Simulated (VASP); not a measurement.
# MgS in VASP: further runs

Runs on MgS. Level: PBE. Tasks: single point, relaxation of cell and atoms.

Everything below comes from runs of VASP 6.6.1. Logs are shortened: lines on timing, memory, paths and dates and some standing lists are left out, and cuts for length are marked.

## Step 1: The cell of the first run

Symmetry: I4/mcm, No. 140, tetragonal system. Conventional cell: a = 8.561 Å, b = 8.561 Å, c = 5.253 Å, α = 90.00°, β = 90.00°, γ = 90.00°. Within 3.3 Å of Mg (site symmetry m2m) lie 5 S at 2.49 to 2.63 Å. S (site symmetry m2m) has 5 Mg at 2.49 to 2.63 Å within 3.3 Å.

## Step 2: Single point, PBE

The input, INCAR:

```
SYSTEM = MgS
PREC = Accurate
ENCUT = 520
EDIFF = 1E-6
ISMEAR = 0
SIGMA = 0.02
LREAL = .False.
LASPH = .True.
NELM = 80
ALGO = Normal
ISIF = 2
LWAVE = .False.
LCHARG = .False.
GGA = PE
NBANDS = 26
```

The input, KPOINTS:

```
regular mesh
0
Gamma
  6 6 6
  0 0 0
```

The input, POSCAR:

```
MgS
1.0
   -4.2804124000      4.2804124000      2.6263080000
    4.2804124000     -4.2804124000      2.6263080000
    4.2804124000      4.2804124000     -2.6263080000
Mg S
4 4
Direct
    0.1432015000      0.6432015000      0.7864030000
    0.8567985000      0.3567985000      0.2135970000
    0.3567985000      0.1432015000      0.5000000000
    0.6432015000      0.8567985000      0.5000000000
    0.8486700000      0.6513300000      0.5000000000
    0.1513300000      0.3486700000      0.5000000000
    0.6513300000      0.1513300000      0.8026600000
    0.3486700000      0.8486700000      0.1973400000
```

Potentials or basis: VASP PAW PBE potentials, release 64 (Mg, S).

Run with:

```console
> cat potpaw_PBE.64/Mg/POTCAR potpaw_PBE.64/S/POTCAR > POTCAR
> mpirun -np 1 vasp_std > vasp.out
```

OUTCAR:

```text
SYSTEM = MgS
   PREC = Accurate
   ENCUT = 520
   EDIFF = 1E-6
   ISMEAR = 0
   LREAL = .False.
   LASPH = .True.
   NELM = 80
   ISIF = 2
   GGA = PE

 ion  position               nearest neighbor table
   1  0.143  0.643  0.786-   8 2.49   6 2.52   5 2.52   7 2.63   7 2.63   2 3.47   4 3.59   3 3.59
                             3 3.59   4 3.59
   2  0.857  0.357  0.214-   7 2.49   6 2.52   5 2.52   8 2.63   8 2.63   1 3.47   3 3.59   4 3.59
                             4 3.59   3 3.59
   3  0.357  0.143  0.500-   6 2.49   7 2.52   8 2.52   5 2.63   5 2.63   4 3.47   1 3.59   2 3.59
                             1 3.59   2 3.59
   4  0.643  0.857  0.500-   5 2.49   7 2.52   8 2.52   6 2.63   6 2.63   3 3.47   2 3.59   1 3.59
                             1 3.59   2 3.59
   5  0.849  0.651  0.500-   4 2.49   2 2.52   1 2.52   3 2.63   3 2.63
   6  0.151  0.349  0.500-   3 2.49   2 2.52   1 2.52   4 2.63   4 2.63
   7  0.651  0.151  0.803-   2 2.49   3 2.52   4 2.52   1 2.63   1 2.63
   8  0.349  0.849  0.197-   1 2.49   3 2.52   4 2.52   2 2.63   2 2.63

  LATTYP: Found a body centered tetragonal cell.
 ALAT       =     8.5608248000
 C/A-ratio  =     0.6135642444

  Lattice vectors:

 A1 = (  -4.2804124000,   4.2804124000,   2.6263080000)
 A2 = (   4.2804124000,  -4.2804124000,   2.6263080000)
 A3 = (   4.2804124000,   4.2804124000,  -2.6263080000)

Analysis of symmetry for initial positions (statically):
=====================================================================
 Subroutine PRICEL returns:
 Original cell was already a primitive cell.

 Routine SETGRP: Setting up the symmetry group for a
 body centered tetragonal supercell.

 Subroutine GETGRP returns: Found 16 space group operations
 (whereof  8 operations were pure point group operations)
 out of a pool of 16 trial point group operations.

The static configuration has the point symmetry C_4h.
 The point group associated with its full space group is D_4h.

Analysis of symmetry for dynamics (positions and initial velocities):
=====================================================================
 Subroutine PRICEL returns:
 Original cell was already a primitive cell.

 Routine SETGRP: Setting up the symmetry group for a
 body centered tetragonal supercell.

 Subroutine GETGRP returns: Found 16 space group operations
 (whereof  8 operations were pure point group operations)
 out of a pool of 16 trial point group operations.

The dynamic configuration has the point symmetry C_4h.
 The point group associated with its full space group is D_4h.

 Subroutine INISYM returns: Found 16 space group operations
 (whereof  8 operations are pure point group operations),
 and found     1 'primitive' translations

----------------------------------------------------------------------------------------

                                     Primitive cell

  volume of cell :     192.4761

  direct lattice vectors                    reciprocal lattice vectors
    -4.280412400  4.280412400  2.626308000     0.000000000  0.116811175  0.190381326
     4.280412400 -4.280412400  2.626308000     0.116811175  0.000000000  0.190381326
     4.280412400  4.280412400 -2.626308000     0.116811175  0.116811175  0.000000000

  length of vectors
     6.598587299  6.598587299  6.598587299     0.223360471  0.223360471  0.165195947

  position of ions in fractional coordinates (direct lattice)
     0.143201500  0.643201500  0.786403000
     0.856798500  0.356798500  0.213597000
     0.356798500  0.143201500  0.500000000
     0.643201500  0.856798500  0.500000000
     0.848670000  0.651330000  0.500000000
     0.151330000  0.348670000  0.500000000
     0.651330000  0.151330000  0.802660000
     0.348670000  0.848670000  0.197340000

  ion indices of the primitive-cell ions
   primitive index   ion index
                 1           1
                 2           2
                 3           3
                 4           4
                 5           5
                 6           6
                 7           7
                 8           8

----------------------------------------------------------------------------------------

 KPOINTS: regular mesh

Automatic generation of k-mesh.
 Grid dimensions read from file:
 generate k-points for:    6    6    6

 Generating k-lattice:

  Cartesian coordinates                     Fractional coordinates (reciprocal lattice)
     0.000000000  0.019468529  0.031730221     0.166666667  0.000000000  0.000000000
     0.019468529  0.000000000  0.031730221     0.000000000  0.166666667  0.000000000
     0.019468529  0.019468529  0.000000000     0.000000000  0.000000000  0.166666667

  Length of vectors
     0.037226745  0.037226745  0.027532658

  Shift w.r.t. Gamma in fractional coordinates (k-lattice)
     0.000000000  0.000000000  0.000000000

 Subroutine IBZKPT returns following result:
 ===========================================

 Found     30 irreducible k-points:

 Following reciprocal coordinates:
            Coordinates               Weight
  0.000000  0.000000  0.000000      1.000000
  0.166667  0.000000 -0.000000      8.000000
  0.333333  0.000000 -0.000000      8.000000
  0.500000  0.000000 -0.000000      4.000000
  0.166667  0.166667  0.000000      8.000000
  0.333333  0.166667 -0.000000     16.000000
[... 16 lines left out ...]
 -0.333333 -0.333333  0.166667      8.000000
 -0.166667 -0.333333  0.166667      8.000000
 [... further k-points ...]
   k-points           NKPTS =     30   k-points in BZ     NKDIM =     30   number of bands    NBANDS=     26
   number of dos      NEDOS =    301   number of ions     NIONS =      8
   total plane-waves  NPLWV = 125000
   dimension x,y,z NGX =    50 NGY =   50 NGZ =   50
   dimension x,y,z NGXF=   100 NGYF=  100 NGZF=  100
   ions per type =               4   4
   NGX,Y,Z   is equivalent  to a cutoff of  12.60, 12.60, 12.60 a.u.
   NGXF,Y,Z  is equivalent  to a cutoff of  25.19, 25.19, 25.19 a.u.
 SYSTEM =  MgS
   PREC   = accura    normal or accurate (medium, high low for compatibility)
   ISTART =      0    job   : 0-new  1-cont  2-samecut
   ICHARG =      2    charge: 1-file 2-atom 10-const
   ISPIN  =      1    spin polarized calculation?
   LNONCOLLINEAR =      F non collinear calculations
   LSORBIT =      F    spin-orbit coupling
   LASPH  =      T    aspherical Exc in radial PAW
   ENCUT  =  520.0 eV  38.22 Ry    6.18 a.u.  12.27 12.27 12.27*2*pi/ulx,y,z
   NELM   =     80;   NELMIN=  2; NELMDL= -5     # of ELM steps
   EDIFF  = 0.1E-05   stopping-criterion for ELM
   LREAL  =      F    real-space projection
   EDIFFG = 0.1E-04   stopping-criterion for IOM
   NSW    =      0    number of steps for IOM
   IBRION =     -1    ionic relax: 0-MD 1-quasi-New 2-CG
   NFREE  =      0    steps in history (QN), initial steepest desc. (CG)
   ISIF   =      2    stress and relaxation
   ISYM   =      2    0-nonsym 1-usesym 2-fastsym
   POTIM  = 0.5000    time-step for ionic-motion
   TEBEG  =    0.0;   TEEND  =   0.0 temperature during run
   PSTRESS=    0.0 pullay stress
   NELECT =      32.0000    total number of electrons
   NUPDOWN=      -1.0000    fix difference up-down
   EMIN   =  10.00;   EMAX   =-10.00  energy-range for DOS
   EFERMI =   0.00;   METHOD = LEGACY
   ISMEAR =     0;   SIGMA  =   0.02  broadening in eV -4-tet -1-fermi 0-gaus
   EFERMI_NEDOS =   21; number of points for ismear=-14 and -15
   IALGO  =     38    algorithm
   IMIX   =      4    mixing-type and parameters
     AMIX     =   0.40;   BMIX     =  1.00
     AMIX_MAG =   1.60;   BMIX_MAG =  1.00
  volume/ion in A,a.u.               =      24.06       162.36
  Fermi-wavevector in a.u.,A,eV,Ry     =   0.900187  1.701106 11.025289  0.810336
  Thomas-Fermi vector in A             =   2.023113
   LORBIT       =      0    0 simple, 1 ext, 2 COOP (PROOUT), +10 PAW based schemes
   GGA     = PE    functional components
   LHFCALC =     F    Hartree Fock is set to
   AEXX    =    0.0000 exact exchange contribution
   IVDW    =     0    specifies the selected vdW correction
   LEPSILON=     F    determine dielectric tensor
   LRPA    =     F    only Hartree local field effects (RPA)
 non-spin polarized calculation
 Gauss-broadening in eV      SIGMA  =   0.02
  energy-cutoff  :      520.00
  volume of cell :      192.48
 maximum number of plane-waves:      5201
 NGX is ok and might be reduce to    50

 number of electron      32.0000001 magnetization

 Free energy of the ion-electron system (eV)
  ---------------------------------------------------
  ext. energy  EPLUGINS =         0.00000000
  ---------------------------------------------------
  free energy    TOTEN  =       -33.37026217 eV

  energy without entropy =      -33.37026217  energy(sigma->0) =      -33.37026217

 E-fermi :   1.4777     XC(G=0):  -7.9118

 val. band max:        1.3643915056   @ k =   0.0000   0.0000   0.0000
 cond. band min:       4.2996894980   @ k =   0.0000   0.0000   0.0000
 fundamental gap:      2.9352979924
 Fermi energy:         1.4776617972

 k-point     1 :       0.0000    0.0000    0.0000
  band No.  band energies     occupation
      1     -10.8094      2.00000
      2      -9.7848      2.00000
      3      -9.4986      2.00000
      4      -9.4986      2.00000
      5      -2.3890      2.00000
      6      -1.9201      2.00000
[... 18 lines left out ...]
     25       8.8175      0.00000
     26       8.9676      0.00000

 k-point     2 :       0.1667    0.0000   -0.0000
  band No.  band energies     occupation
      1     -10.7070      2.00000
      2      -9.8206      2.00000
      3      -9.5466      2.00000
      4      -9.5197      2.00000
      5      -2.4659      2.00000
      6      -2.3433      2.00000
[... 18 lines left out ...]
     25       8.7124      0.00000
     26       8.7889      0.00000

 k-point     3 :       0.3333    0.0000   -0.0000
  band No.  band energies     occupation
      1     -10.4269      2.00000
      2      -9.8676      2.00000
      3      -9.6604      2.00000
      4      -9.6569      2.00000
      5      -2.7930      2.00000
      6      -2.5921      2.00000
[... 18 lines left out ...]
     25       8.3147      0.00000
     26       8.8498      0.00000

 k-point     4 :       0.5000    0.0000   -0.0000
  band No.  band energies     occupation
      1     -10.0634      2.00000
      2     -10.0634      2.00000
      3      -9.7503      2.00000
      4      -9.7503      2.00000
      5      -2.7923      2.00000
      6      -2.7923      2.00000
[... 18 lines left out ...]
     25       8.1806      0.00000
     26       8.1806      0.00000

 k-point     5 :       0.1667    0.1667    0.0000
  band No.  band energies     occupation
      1     -10.4622      2.00000
      2      -9.8590      2.00000
      3      -9.6576      2.00000
      4      -9.6191      2.00000
      5      -2.8950      2.00000
      6      -2.4334      2.00000
[... 18 lines left out ...]
     25       8.2864      0.00000
     26       8.6494      0.00000

 k-point     6 :       0.3333    0.1667   -0.0000
  band No.  band energies     occupation
      1     -10.1042      2.00000
      2     -10.0143      2.00000
      3      -9.7593      2.00000
      4      -9.7500      2.00000
      5      -2.9231      2.00000
      6      -2.5291      2.00000
[... 427 lines left out ...]
 k-point    21 :      -0.3333    0.5000    0.1667
  band No.  band energies     occupation
      1     -10.4303      2.00000
      2     -10.0227      2.00000
      3      -9.7573      2.00000
      4      -9.4853      2.00000
      5      -2.4914      2.00000
      6      -2.0856      2.00000
[... 18 lines left out ...]
     25       8.2663      0.00000
     26       8.7106      0.00000

 k-point    22 :      -0.1667    0.5000    0.1667
  band No.  band energies     occupation
      1     -10.2438      2.00000
      2      -9.9038      2.00000
      3      -9.7761      2.00000
      4      -9.7417      2.00000
      5      -2.8108      2.00000
      6      -2.2790      2.00000
[... 18 lines left out ...]
     25       8.5111      0.00000
     26       8.5827      0.00000

 k-point    23 :      -0.3333   -0.3333    0.1667
  band No.  band energies     occupation
      1     -10.1718      2.00000
      2      -9.9211      2.00000
      3      -9.8325      2.00000
      4      -9.7530      2.00000
      5      -2.8346      2.00000
      6      -1.9844      2.00000
[... 18 lines left out ...]
     25       8.4393      0.00000
     26       8.7166      0.00000

 k-point    24 :      -0.1667   -0.3333    0.1667
  band No.  band energies     occupation
      1     -10.1451      2.00000
      2      -9.9634      2.00000
      3      -9.7595      2.00000
      4      -9.7573      2.00000
      5      -3.0672      2.00000
      6      -2.3160      2.00000
[... 18 lines left out ...]
     25       8.0667      0.00000
     26       8.1332      0.00000

 [... further k-points ...]
[... 5 lines left out ...]
  --------------------------------------------------------------------------------------
  -------------------------------------------------------------------------------------
  Total       -0.1901463     -0.1901463     -0.1883638      0.0000000     -0.0000000      0.0000000
  in kB       -1.5827837     -1.5827837     -1.5679464      0.0000000     -0.0000000      0.0000000
  external PRESSURE =      -1.5778380 kB  Pullay stress =       0.0000000 kB

 VOLUME and BASIS-vectors are now :
 -----------------------------------------------------------------------------
  energy-cutoff  :      520.00
  volume of cell :      192.48
      direct lattice vectors                 reciprocal lattice vectors
    -4.280412400  4.280412400  2.626308000     0.000000000  0.116811175  0.190381326
     4.280412400 -4.280412400  2.626308000     0.116811175  0.000000000  0.190381326
     4.280412400  4.280412400 -2.626308000     0.116811175  0.116811175  0.000000000

 POSITION                                       TOTAL-FORCE (eV/Angst)
 -----------------------------------------------------------------------------------
      5.50634      1.22592      0.00000        -0.004743     -0.004743     -0.000000
     -1.22592      3.05449      2.62631         0.004743      0.004743      0.000000
      1.22592      3.05449      0.00000        -0.004743      0.004743      0.000000
      3.05449      1.22592      2.62631         0.004743     -0.004743     -0.000000
      1.29551      2.98490      2.62631        -0.000343      0.000343     -0.000000
      2.98490      1.29551      0.00000         0.000343     -0.000343     -0.000000
      1.29551      5.57592      0.00000        -0.000343     -0.000343     -0.000000
      2.98490     -1.29551      2.62631         0.000343      0.000343      0.000000
 -----------------------------------------------------------------------------------
    total drift:                               -0.000000     -0.000000      0.000000

  FREE ENERGIE OF THE ION-ELECTRON SYSTEM (eV)
  ---------------------------------------------------
  free  energy   TOTEN  =       -33.3702621744 eV

  energy  without entropy=      -33.3702621744  energy(sigma->0) =      -33.37026217
```

It took 2.3 min on 1 thread of Intel Xeon Platinum 8488C (Sapphire Rapids), shared host; peak memory 0.41 GiB.

Results:

* Free energy: -33.3703 eV
* Pressure: -0.2 GPa
* Largest force: 0.007 eV/Å
* Band gap on the k mesh: 2.94 eV

Forces in eV/Å, atoms in the order of the input:
```
Mg  -0.005 -0.005  0.000
Mg   0.005  0.005  0.000
Mg  -0.005  0.005  0.000
Mg   0.005 -0.005  0.000
S    0.000  0.000  0.000
S    0.000  0.000  0.000
S    0.000  0.000  0.000
S    0.000  0.000  0.000
```

Levels at points of the mesh, in eV from the valence-band top:
| k point | band 14 | band 15 | band 16 | band 17 | band 18 | band 19 |
| --- | --- | --- | --- | --- | --- | --- |
| (0.00, 0.00, 0.00) | -0.65 | -0.65 | 0.00 | 2.94 | 4.32 | 4.32 |
| (0.50, 0.00, 0.00) | -0.80 | -0.42 | -0.42 | 4.71 | 4.71 | 5.64 |
| (0.50, 0.50, 0.00) | -0.77 | -0.58 | -0.49 | 3.57 | 4.11 | 4.70 |
| (0.50, 0.50, 0.50) | -1.23 | -1.23 | -0.63 | 3.00 | 4.43 | 4.88 |

## Step 3: Single point, PBE

This run uses another cell than the first one, of the same volume but with other edges.

The input, INCAR:

```
  PREC = Accurate
  ENCUT = 520
  EDIFF = 1E-6
  ISMEAR = 0
  SIGMA = 0.1
  LREAL = F
  LASPH = T
  NELM = 60
  ALGO = Normal
  ISIF = 2
  LWAVE = F
  LCHARG = T
  GGA = PE
  LELF = T
  LVHAR = T
  NBANDS = 26
```

The input, KPOINTS:

```
regular mesh
0
Gamma
  4 4 4
```

The input, POSCAR:

```
MgS
1.0
   -0.0000887065      0.0000962124      5.2503904641
   -4.2885662171      4.2752784761      2.6252970225
   -4.2880491772     -4.2742010821      2.6251702161
Mg S
4 4
Direct
    0.6429906459      0.5003439013      0.2136706218
    0.3570019188      0.4996672455      0.7863212422
    0.1431010598      0.2136316941      0.5001620003
    0.8569038959      0.7863646016      0.4998426704
    0.6510788587      0.1973043365      0.5005432215
    0.3489498736      0.8026991162      0.4994496097
    0.1509607876      0.5007159658      0.1973349791
    0.8490129598      0.4992731390      0.8026756552
```

Potentials or basis: VASP PAW PBE potentials, release 64 (Mg, S).

Run with:

```console
> cat potpaw_PBE.64/Mg/POTCAR potpaw_PBE.64/S/POTCAR > POTCAR
> mpirun -np 1 vasp_std > vasp.out
```

Run time: 2.2 min. Hardware: 1 thread of Intel Xeon Platinum 8488C (Sapphire Rapids), shared host; peak memory 0.38 GiB.

The run converged. Its results:

| Item | Value |
| --- | --- |
| Free energy | -33.3698 eV |
| Pressure | -0.2 GPa |
| Largest force | 0.006 eV/Å |
| Band gap on the k mesh | 2.94 eV |

Forces in eV/Å, atoms in the order of the input:
```
Mg  -0.003 -0.004  0.000
Mg   0.003  0.004  0.000
Mg  -0.005  0.004  0.000
Mg   0.005 -0.004  0.000
S   -0.001  0.001  0.000
S    0.001 -0.001 -0.001
S   -0.001 -0.001  0.000
S    0.001  0.002  0.000
```

Levels at points of the mesh, in eV from the valence-band top:
```csv
k point,band 12,band 13,band 14,band 15,band 16,band 17,band 18,band 19,band 20,band 21
"(0.00, 0.00, 0.00)",-1.81,-0.67,-0.65,-0.65,0.00,2.94,4.30,4.34,5.35,5.51
"(0.50, 0.00, 0.00)",-1.63,-0.79,-0.79,-0.42,-0.42,4.71,4.72,5.64,5.64,5.75
"(0.00, 0.50, 0.00)",-2.20,-1.22,-0.77,-0.58,-0.48,3.57,4.11,4.71,5.17,5.43
"(0.50, 0.50, 0.00)",-1.63,-0.80,-0.80,-0.42,-0.42,4.70,4.70,5.64,5.64,5.74
"(0.00, 0.00, 0.50)",-2.20,-1.22,-0.77,-0.58,-0.49,3.57,4.11,4.71,5.17,5.43
"(0.50, 0.00, 0.50)",-1.63,-0.80,-0.80,-0.42,-0.42,4.70,4.70,5.64,5.64,5.74
"(0.00, 0.50, 0.50)",-1.68,-1.44,-1.23,-1.23,-0.63,3.00,4.43,4.89,5.30,5.31
"(0.50, 0.50, 0.50)",-1.63,-0.79,-0.79,-0.42,-0.42,4.71,4.72,5.64,5.64,5.75
```

(Continued in part 2 of 2.)
